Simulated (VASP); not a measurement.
## SnTe (zincblende type): single point with PBE

Crystal: SnTe (zincblende type).

```
Sn Te
1.0
     0.00000    3.60628    3.60628
     3.60628    0.00000    3.60628
     3.60628    3.60628    0.00000
Sn Te
1 1
Direct
  0.00000 0.00000 0.00000
  0.25000 0.25000 0.25000
```

- Program: VASP 6.6.1
- Task: single point
- Functional: PBE
- Potentials or basis: VASP PAW PBE potentials, release 64 (Sn_d, Te)
- Cutoff: 520 eV
- k mesh: 12 × 12 × 12
- Occupations: fermi-dirac, width 0.08 eV
- Spin: no spin polarisation

```yaml
Pressure: 0.0 GPa
Band_gap_on_the_k_mesh: 0.08 eV (least direct gap 0.79 eV)
```

Levels at points of the mesh, in eV from the valence-band top:
| k point | band 7 | band 8 | band 9 | band 10 | band 11 | band 12 | band 13 | band 14 |
| --- | --- | --- | --- | --- | --- | --- | --- | --- |
| (0.00, 0.00, 0.00) | -5.21 | -1.98 | -1.98 | -1.98 | 0.97 | 0.97 | 0.97 | 4.09 |
| (0.50, 0.00, 0.00) | -7.05 | -2.51 | -2.51 | -2.08 | 1.78 | 1.78 | 3.38 | 5.64 |
| (0.50, 0.50, 0.00) | -7.41 | -3.17 | -3.17 | -0.71 | 0.08 | 3.86 | 3.86 | 5.39 |

Wall time 2.5 min on 1 thread of AMD EPYC 7R13, on a shared host, peak memory 0.28 GiB.

Caveat: spin-orbit coupling is left out, which moves the levels of the heavy elements. A k mesh can miss the band edges.
